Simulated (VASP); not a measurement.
# Li3ClO (P4/mmm) in VASP: notebook, part 2 of 2

VASP 6.6.1.

### Step 4. Single point, LDA

This run uses another cell than the first one, of the same volume but with other edges.

Contents of INCAR:

```
SYSTEM = Li3ClO
PREC = Accurate
ENCUT = 520
EDIFF = 1E-7
ISMEAR = 0
SIGMA = 0.05
LREAL = .False.
LASPH = .True.
NELM = 100
ALGO = Normal
ISIF = 2
LWAVE = .False.
LCHARG = .True.
GGA = CA
LELF = .True.
LVHAR = .True.
NBANDS = 19
```

Contents of KPOINTS:

```
Automatic mesh
0
Gamma
  6 6 6
  0 0 0
```

Contents of POSCAR:

```
Li3ClO
1.0
    4.1259031461      0.0000000000      0.0000000000
    0.0000000000      4.1259031461      0.0000000000
    0.0000000000      0.0000000000      3.5070176742
Li Cl O
3 1 1
Direct
    0.0000000000      0.5000000000      0.5000000000
    0.5000000000      0.0000000000      0.5000000000
    0.5000000000      0.5000000000      0.0000000000
    0.0000000000      0.0000000000      0.0000000000
    0.5000000000      0.5000000000      0.5000000000
```

Potentials or basis: VASP PAW LDA potentials, release 64 (Li_sv, Cl, O).

The run is started by

```bash
$ cat potpaw_LDA.64/Li_sv/POTCAR potpaw_LDA.64/Cl/POTCAR potpaw_LDA.64/O/POTCAR > POTCAR
$ mpirun -np 1 vasp_std > vasp.out
```

OUTCAR:

```text
SYSTEM = Li3ClO
   PREC = Accurate
   ENCUT = 520
   EDIFF = 1E-7
   ISMEAR = 0
   LREAL = .False.
   LASPH = .True.
   NELM = 100
   ISIF = 2
   GGA = CA

 ion  position               nearest neighbor table
   1  0.000  0.500  0.500-   5 2.06   5 2.06
   2  0.500  0.000  0.500-   5 2.06   5 2.06
   3  0.500  0.500  0.000-   5 1.75   5 1.75
   4  0.000  0.000  0.000-
   5  0.500  0.500  0.500-   3 1.75   3 1.75   1 2.06   2 2.06   2 2.06   1 2.06

  LATTYP: Found a simple tetragonal cell.
 ALAT       =     4.1259031461
 C/A-ratio  =     0.8500000000

  Lattice vectors:

 A1 = (   4.1259031461,   0.0000000000,   0.0000000000)
 A2 = (   0.0000000000,   4.1259031461,   0.0000000000)
 A3 = (   0.0000000000,   0.0000000000,   3.5070176742)

Analysis of symmetry for initial positions (statically):
=====================================================================
 Subroutine PRICEL returns:
 Original cell was already a primitive cell.

 Routine SETGRP: Setting up the symmetry group for a
 simple tetragonal supercell.

 Subroutine GETGRP returns: Found 16 space group operations
 (whereof 16 operations were pure point group operations)
 out of a pool of 16 trial point group operations.

The static configuration has the point symmetry D_4h.

Analysis of symmetry for dynamics (positions and initial velocities):
=====================================================================
 Subroutine PRICEL returns:
 Original cell was already a primitive cell.

 Routine SETGRP: Setting up the symmetry group for a
 simple tetragonal supercell.

 Subroutine GETGRP returns: Found 16 space group operations
 (whereof 16 operations were pure point group operations)
 out of a pool of 16 trial point group operations.

The dynamic configuration has the point symmetry D_4h.

 Subroutine INISYM returns: Found 16 space group operations
 (whereof 16 operations are pure point group operations),
 and found     1 'primitive' translations

----------------------------------------------------------------------------------------

                                     Primitive cell

  volume of cell :      59.7002

  direct lattice vectors                    reciprocal lattice vectors
     4.125903146  0.000000000  0.000000000     0.242371177  0.000000000  0.000000000
     0.000000000  4.125903146  0.000000000     0.000000000  0.242371177  0.000000000
     0.000000000  0.000000000  3.507017674     0.000000000  0.000000000  0.285142561

  length of vectors
     4.125903146  4.125903146  3.507017674     0.242371177  0.242371177  0.285142561

  position of ions in fractional coordinates (direct lattice)
     0.000000000  0.500000000  0.500000000
     0.500000000  0.000000000  0.500000000
     0.500000000  0.500000000  0.000000000
     0.000000000  0.000000000  0.000000000
     0.500000000  0.500000000  0.500000000

  ion indices of the primitive-cell ions
   primitive index   ion index
                 1           1
                 2           2
                 3           3
                 4           4
                 5           5

----------------------------------------------------------------------------------------
[... 26 lines left out ...]
            Coordinates               Weight
  0.000000  0.000000  0.000000      1.000000
  0.166667  0.000000  0.000000      4.000000
  0.333333  0.000000  0.000000      4.000000
  0.500000  0.000000  0.000000      2.000000
  0.166667  0.166667  0.000000      4.000000
  0.333333  0.166667  0.000000      8.000000
[... 16 lines left out ...]
  0.333333  0.000000  0.333333      8.000000
  0.500000  0.000000  0.333333      4.000000
 [... further k-points ...]
   k-points           NKPTS =     40   k-points in BZ     NKDIM =     40   number of bands    NBANDS=     19
   number of dos      NEDOS =    301   number of ions     NIONS =      5
   total plane-waves  NPLWV =  28672
   dimension x,y,z NGX =    32 NGY =   32 NGZ =   28
   dimension x,y,z NGXF=    64 NGYF=   64 NGZF=   56
   ions per type =               3   1   1
   NGX,Y,Z   is equivalent  to a cutoff of  12.89, 12.89, 13.27 a.u.
   NGXF,Y,Z  is equivalent  to a cutoff of  25.79, 25.79, 26.55 a.u.
 SYSTEM =  Li3ClO
   PREC   = accura    normal or accurate (medium, high low for compatibility)
   ISTART =      0    job   : 0-new  1-cont  2-samecut
   ICHARG =      2    charge: 1-file 2-atom 10-const
   ISPIN  =      1    spin polarized calculation?
   LNONCOLLINEAR =      F non collinear calculations
   LSORBIT =      F    spin-orbit coupling
   LASPH  =      T    aspherical Exc in radial PAW
   ENCUT  =  520.0 eV  38.22 Ry    6.18 a.u.   7.67  7.67  6.52*2*pi/ulx,y,z
   NELM   =    100;   NELMIN=  2; NELMDL= -5     # of ELM steps
   EDIFF  = 0.1E-06   stopping-criterion for ELM
   LREAL  =      F    real-space projection
   EDIFFG = 0.1E-05   stopping-criterion for IOM
   NSW    =      0    number of steps for IOM
   IBRION =     -1    ionic relax: 0-MD 1-quasi-New 2-CG
   NFREE  =      0    steps in history (QN), initial steepest desc. (CG)
   ISIF   =      2    stress and relaxation
   ISYM   =      2    0-nonsym 1-usesym 2-fastsym
   POTIM  = 0.5000    time-step for ionic-motion
   TEBEG  =    0.0;   TEEND  =   0.0 temperature during run
   PSTRESS=    0.0 pullay stress
   NELECT =      22.0000    total number of electrons
   NUPDOWN=      -1.0000    fix difference up-down
   EMIN   =  10.00;   EMAX   =-10.00  energy-range for DOS
   EFERMI =   0.00;   METHOD = LEGACY
   ISMEAR =     0;   SIGMA  =   0.05  broadening in eV -4-tet -1-fermi 0-gaus
   EFERMI_NEDOS =   21; number of points for ismear=-14 and -15
   IALGO  =     38    algorithm
   IMIX   =      4    mixing-type and parameters
     AMIX     =   0.40;   BMIX     =  1.00
     AMIX_MAG =   1.60;   BMIX_MAG =  1.00
  volume/ion in A,a.u.               =      11.94        80.58
  Fermi-wavevector in a.u.,A,eV,Ry     =   1.173700  2.217971 18.742996  1.377571
  Thomas-Fermi vector in A             =   2.310109
   LORBIT       =      0    0 simple, 1 ext, 2 COOP (PROOUT), +10 PAW based schemes
   GGA     = CA    functional components
   LHFCALC =     F    Hartree Fock is set to
   AEXX    =    0.0000 exact exchange contribution
   IVDW    =     0    specifies the selected vdW correction
   LEPSILON=     F    determine dielectric tensor
   LRPA    =     F    only Hartree local field effects (RPA)
 non-spin polarized calculation
 Gauss-broadening in eV      SIGMA  =   0.05
  energy-cutoff  :      520.00
  volume of cell :       59.70
 maximum number of plane-waves:      1628
 NGX is ok and might be reduce to    32

 number of electron      22.0000008 magnetization

 Free energy of the ion-electron system (eV)
  ---------------------------------------------------
  ext. energy  EPLUGINS =         0.00000000
  ---------------------------------------------------
  free energy    TOTEN  =       -23.40754673 eV

  energy without entropy =      -23.40754673  energy(sigma->0) =      -23.40754673

 E-fermi :   1.8292     XC(G=0):  -9.5349

 val. band max:        1.5560438389   @ k =   0.5000   0.0000   0.5000
 cond. band min:       5.8162625824   @ k =   0.5000   0.0000   0.5000
 fundamental gap:      4.2602187435
 Fermi energy:         1.8291737625

 k-point     1 :       0.0000    0.0000    0.0000
  band No.  band energies     occupation
      1     -41.3014      2.00000
      2     -41.2728      2.00000
      3     -40.0556      2.00000
      4     -13.3193      2.00000
      5     -12.4805      2.00000
      6      -1.7339      2.00000
[... 505 lines left out ...]
      6      -2.1287      2.00000
[... 11 lines left out ...]
     18      14.4238      0.00000
     19      14.6883      0.00000

 [... further k-points ...]

------------------------ aborting loop because EDIFF is reached ----------------------------------------

  FORCE on cell =-STRESS in cart. coord.  units (eV):
  Direction    XX          YY          ZZ          XY          YZ          ZX
  --------------------------------------------------------------------------------------
  -------------------------------------------------------------------------------------
  Total       -2.9465472     -2.9465472      1.6763168      0.0000000      0.0000000     -0.0000000
  in kB      -79.0765972    -79.0765972     44.9873777      0.0000000      0.0000000     -0.0000000
  external PRESSURE =     -37.7219389 kB  Pullay stress =       0.0000000 kB

 VOLUME and BASIS-vectors are now :
 -----------------------------------------------------------------------------
  energy-cutoff  :      520.00
  volume of cell :       59.70
      direct lattice vectors                 reciprocal lattice vectors
     4.125903146  0.000000000  0.000000000     0.242371177  0.000000000  0.000000000
     0.000000000  4.125903146  0.000000000     0.000000000  0.242371177  0.000000000
     0.000000000  0.000000000  3.507017674     0.000000000  0.000000000  0.285142561

 POSITION                                       TOTAL-FORCE (eV/Angst)
 -----------------------------------------------------------------------------------
      0.00000      2.06295      1.75351         0.000000      0.000000      0.000000
      2.06295      0.00000      1.75351         0.000000      0.000000      0.000000
      2.06295      2.06295      0.00000         0.000000      0.000000      0.000000
      0.00000      0.00000      0.00000         0.000000      0.000000      0.000000
      2.06295      2.06295      1.75351         0.000000      0.000000      0.000000
 -----------------------------------------------------------------------------------
    total drift:                                0.000000     -0.000000     -0.000000

  FREE ENERGIE OF THE ION-ELECTRON SYSTEM (eV)
  ---------------------------------------------------
  free  energy   TOTEN  =       -23.4075467341 eV

  energy  without entropy=      -23.4075467341  energy(sigma->0) =      -23.40754673
```

OSZICAR:

```text
N       E                     dE             d eps       ncg     rms          rms(c)
DAV:   1     0.124909928313E+03    0.12491E+03   -0.10367E+04  1520   0.119E+03
DAV:   2    -0.121115945998E+02   -0.13702E+03   -0.13324E+03  1850   0.286E+02
DAV:   3    -0.271483444832E+02   -0.15037E+02   -0.14957E+02  2875   0.674E+01
DAV:   4    -0.274466853749E+02   -0.29834E+00   -0.29780E+00  1997   0.126E+01
DAV:   5    -0.274558031746E+02   -0.91178E-02   -0.91171E-02  2285   0.167E+00    0.100E+01
DAV:   6    -0.236530400032E+02    0.38028E+01   -0.10256E+01  1677   0.201E+01    0.402E+00
DAV:   7    -0.235452197319E+02    0.10782E+00   -0.11376E+00  1962   0.497E+00    0.276E+00
DAV:   8    -0.234228456236E+02    0.12237E+00   -0.39397E-01  1719   0.393E+00    0.827E-01
DAV:   9    -0.234072847522E+02    0.15561E-01   -0.10629E-01  2225   0.161E+00    0.283E-01
DAV:  10    -0.234080303282E+02   -0.74558E-03   -0.11977E-02  1930   0.592E-01    0.100E-01
DAV:  11    -0.234075375106E+02    0.49282E-03   -0.19470E-03  2013   0.234E-01    0.217E-02
DAV:  12    -0.234075472626E+02   -0.97521E-05   -0.12068E-04  1972   0.638E-02    0.141E-02
DAV:  13    -0.234075468852E+02    0.37742E-06   -0.92282E-06  1882   0.164E-02    0.275E-03
DAV:  14    -0.234075467487E+02    0.13650E-06   -0.71514E-07  1850   0.545E-03    0.924E-04
DAV:  15    -0.234075467341E+02    0.14608E-07   -0.97706E-08  1067   0.179E-03
   1 F= -.23407547E+02 E0= -.23407547E+02  d E =-.286835E-16
```

It took 27 s on 1 thread of Intel Xeon Platinum 8488C (Sapphire Rapids), shared host; peak memory 0.17 GiB.

Results:

```yaml
Free_energy: -23.4075 eV
Band_gap_on_the_k_mesh: 4.26 eV
```

Caveat: the cutoff is under 1.25 times the usual one of these potentials, so pressure, stress and relaxed cells hold a basis-set (Pulay) error.

### Step 5. Single point, LDA

This run uses another cell than the first one, of the same volume but with other edges.

Contents of INCAR:

```
SYSTEM = Li3ClO
PREC     = Accurate       ! precision mode
ENCUT    = 520            ! plane-wave cutoff, eV
EDIFF    = 1E-6           ! SCF threshold, eV
ISMEAR   = 0              ! smearing method
SIGMA    = 0.05           ! smearing width, eV
LREAL    = .False.        ! projectors in reciprocal space
LASPH    = .True.         ! aspherical terms in the spheres
NELM     = 60             ! most SCF steps
ALGO     = Normal         ! electronic algorithm
ISIF     = 2              ! what is computed and relaxed
LWAVE    = .False.        ! write WAVECAR
LCHARG   = .False.        ! write CHGCAR
GGA      = CA             ! functional
NBANDS   = 19             ! bands
```

KPOINTS is that of step 4.

Edit POSCAR of step 4 so:

```diff
@@ -2,5 +2,5 @@
 1.0
-    4.1259031461      0.0000000000      0.0000000000
-    0.0000000000      4.1259031461      0.0000000000
-    0.0000000000      0.0000000000      3.5070176742
+    3.6778859300      0.0000000000      0.0000000000
+    0.0000000000      3.6778859300      0.0000000000
+    0.0000000000      0.0000000000      4.4134631160
 Li Cl O
```

The run is started by

```bash
$ cat potpaw_LDA.64/Li_sv/POTCAR potpaw_LDA.64/Cl/POTCAR potpaw_LDA.64/O/POTCAR > POTCAR
$ mpirun -np 1 vasp_std > vasp.out
```

It took 29 s on 1 thread of Intel Xeon Platinum 8488C (Sapphire Rapids), shared host; peak memory 0.17 GiB.

Results (log left out):

- Free energy: -23.4481 eV
- Band gap on the k mesh: 3.98 eV (least direct gap 4.12 eV)

Levels at points of the mesh, in eV from the valence-band top:
| k point | band 7 | band 8 | band 9 | band 10 | band 11 | band 12 | band 13 | band 14 | band 15 | band 16 |
| --- | --- | --- | --- | --- | --- | --- | --- | --- | --- | --- |
| (0.00, 0.00, 0.00) | -2.59 | -2.59 | -0.76 | -0.76 | -0.24 | 4.50 | 6.72 | 7.39 | 10.55 | 11.78 |
| (0.50, 0.00, 0.00) | -2.60 | -1.92 | -1.11 | -1.10 | -1.03 | 6.11 | 6.39 | 8.05 | 8.71 | 9.35 |
| (0.50, 0.50, 0.00) | -3.89 | -2.26 | -0.74 | -0.15 | -0.15 | 3.98 | 6.77 | 6.91 | 6.91 | 10.77 |
| (0.00, 0.00, 0.50) | -2.16 | -2.16 | -1.27 | -1.27 | -1.08 | 6.63 | 6.95 | 7.88 | 9.93 | 9.93 |
| (0.50, 0.00, 0.50) | -3.63 | -1.85 | -1.03 | -0.04 | 0.00 | 5.08 | 6.32 | 8.09 | 8.76 | 8.80 |
| (0.50, 0.50, 0.50) | -3.73 | -3.08 | -0.68 | -0.68 | -0.68 | 6.79 | 8.32 | 8.70 | 8.70 | 9.23 |

Caveat: the cutoff is under 1.25 times the usual one of these potentials, so pressure, stress and relaxed cells hold a basis-set (Pulay) error.

### Step 6. The runs side by side

```csv
cell,gap on the mesh (eV)
"a = 4.387, b = 4.387, c = 3.102 Å, 5 atoms",3.63
"a = 3.482, b = 3.482, c = 4.924 Å, 5 atoms",3.78
"a = 4.126, b = 4.126, c = 3.507 Å, 5 atoms",4.26
"a = 3.678, b = 3.678, c = 4.413 Å, 5 atoms",3.98
```

Alike in all rows: task single point; level LDA; potentials or basis VASP PAW LDA potentials, release 64 (Li_sv, Cl, O); no spin polarisation; k mesh 6 × 6 × 6; cutoff (eV) 520; smearing gaussian 0.05 eV.

Caveats: the cutoff is under 1.25 times the usual one of these potentials, so pressure, stress and relaxed cells hold a basis-set (Pulay) error.

Total energies depend on the potentials used, so only differences within one code and one set of settings carry meaning.
